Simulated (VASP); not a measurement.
The system is Si.

```
Si
1.0
    -2.37137    2.37137    1.32927
     2.37137   -2.37137    1.32927
     2.37137    2.37137   -1.32927
Si
2
Direct
  0.25000 0.75000 0.50000
  0.50000 0.50000 0.00000
```

| Quantity | Value |
| --- | --- |
| Program | VASP 6.6.1 |
| Task | relaxation of cell and atoms |
| Functional | revPBE |
| Dispersion | D3(BJ) |
| Potentials or basis | VASP PAW PBE potentials, release 64 (Si) |
| Cutoff | 600 eV |
| k mesh | 11 × 11 × 8 |
| Occupations | fermi-dirac, width 0.1 eV |
| Spin | no spin polarisation |

At the start: pressure -4.5 GPa; volume 14.95 Å³/atom.

How do energy, volume and symmetry change on relaxing?

Over 5 steps the energy falls by 12.8 meV/atom and the volume is 14.29 Å³/atom (-4.4 %); space group I4_1/amd (No. 141, to 0.1 Å) before and after.

The path:
```csv
step,energy change (eV),largest force (eV/Å),pressure (GPa),volume (Å³)
1,0.0000,0.0120,-4.53,29.90
2,-0.0157,0.0017,2.84,28.11
3,-0.0197,0.0029,0.38,28.64
4,-0.0233,0.0031,0.30,28.62
5,-0.0255,0.0099,0.30,28.58
```

Final structure:
```yaml
crystal:
  lattice:
    - [-2.37205, 2.37256, 1.27514]
    - [2.37256, -2.37205, 1.27514]
    - [2.36172, 2.36172, -1.27425]
  atoms:
    - { symbol: Si, position: [0.25013, 0.74987, 0.50000] }
    - { symbol: Si, position: [0.49987, 0.50013, 0.00000] }
```

Caveat: the PAW data sets were made with another functional, which shifts forces and pressure a little.
